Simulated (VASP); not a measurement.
Set up this calculation in VASP 6.6.1, as the native input.

```yaml
Task: single point
Functional: PBE
Potentials_or_basis: VASP PAW PBE potentials, release 64 (Mo_sv, Pb_d, S)
Cutoff: 520 eV
k_mesh: 4 × 4 × 4
Occupations: gaussian, width 0.1 eV
Spin: collinear spin
Starting_moments: "[1.0, 0.0, 0.0, 0.0, 0.0, 0.0] μB"
Dipole_correction: no
Further_INCAR_settings: ALGO = Normal; EDIFF = 1e-06; NBANDS = 39
```

The structure of MoPbS4 lies in POSCAR:

```
MoPbS4
1.0
    5.9667766800      0.0000000000      0.0000000000
    0.0000000000      5.9667766800      0.0000000000
    0.0000000000      0.0000000000      4.7421314000
Mo Pb S
1 1 4
Direct
    0.0000000000      0.0000000000      0.0000000000
    0.5000000000      0.5000000000      0.0000000000
    0.1483811100      0.5000000000      0.0000000000
    0.8516188900      0.5000000000      0.0000000000
    0.5000000000      0.1483811100      0.0000000000
    0.5000000000      0.8516188900      0.0000000000
```

The cell was generated, and may not be a known phase.

One way to write it, as run:

INCAR

```
  PREC = Accurate
  ENCUT = 520
  EDIFF = 1E-6
  ISMEAR = 0
  SIGMA = 0.1
  LREAL = False
  LASPH = True
  NELM = 150
  ALGO = Normal
  ISIF = 2
  LWAVE = False
  LCHARG = True
  ISPIN = 2
  MAGMOM = 1 0 0 0 0 0
  LORBIT = 11
  LMAXMIX = 4
  GGA = PE
  LELF = True
  LVHAR = True
  NBANDS = 39
```

KPOINTS

```
regular mesh
0
Gamma
  4 4 4
```

Potentials or basis: VASP PAW PBE potentials, release 64 (Mo_sv, Pb_d, S).

Launch:

```sh
$ cat potpaw_PBE.64/Mo_sv/POTCAR potpaw_PBE.64/Pb_d/POTCAR potpaw_PBE.64/S/POTCAR > POTCAR
$ mpirun -np 1 vasp_std > vasp.out
```

Results of the run:

* Pressure: 38.4 GPa
* Largest force: 0.632 eV/Å
* Net moment: 4.48 μB per cell
* Site moments: Mo +3.68; Pb +0.00; S -0.01 μB
* Valence electrons inside the program's atomic spheres: Mo 12.04; Pb 12.89; S 3.93

Caveat: the stress differs along the axes, from -0 to 58 GPa.

Run time: 2.7 min on 1 thread of Intel(R) Xeon(R) 6975P-C (Granite Rapids), with other jobs on the host, peak memory 0.46 GiB.
